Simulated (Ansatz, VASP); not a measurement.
## Ta5W in VASP and in Ansatz

```
Ta W
1.0
     2.87786    0.00000    0.00000
     0.00000    2.87786    0.00000
     0.00000    0.00000   12.20973
Ta W
5 1
Direct
  0.00000 0.00000 0.83333
  0.50000 0.50000 0.00000
  0.00000 0.00000 0.16667
  0.50000 0.50000 0.33333
  0.50000 0.50000 0.66667
  0.00000 0.00000 0.50000
```

Alike in both runs: task relaxation of cell and atoms; functional PBE; k mesh 6 × 6 × 2; occupations gaussian, width 0.1 eV; no spin polarisation.

|  | VASP | Ansatz |
| --- | --- | --- |
| version | VASP 6.6.1 | Ansatz 0.2.0 |
| potentials or method | VASP PAW PBE potentials, release 64 (Ta_pv, W_sv), cutoff 600 eV | scalar-relativistic, plane waves, PAW |
| valence electrons in the cell | 69 | 79 |

|  | VASP | Ansatz | Ansatz less VASP |
| --- | --- | --- | --- |
| gap on the k mesh at the Fermi level, each at its own relaxed structure (eV) | none | none | - |
| relaxed volume (Å³/atom) | 18.28 | 18.27 | -0.019 |
| relaxed length of the cell vector where the two differ most in proportion (Å) | 14.275 | 14.254 | -0.0206 |

A gap of «none» marks a metal or a gap that the smearing closes. VASP's potentials hold 69 valence electrons a cell and Ansatz's 79, so a difference there can come from the potentials and not from the codes.

The k mesh is coarse, so the values compare programs but aren't converged. Neither program's run includes spin-orbit coupling.
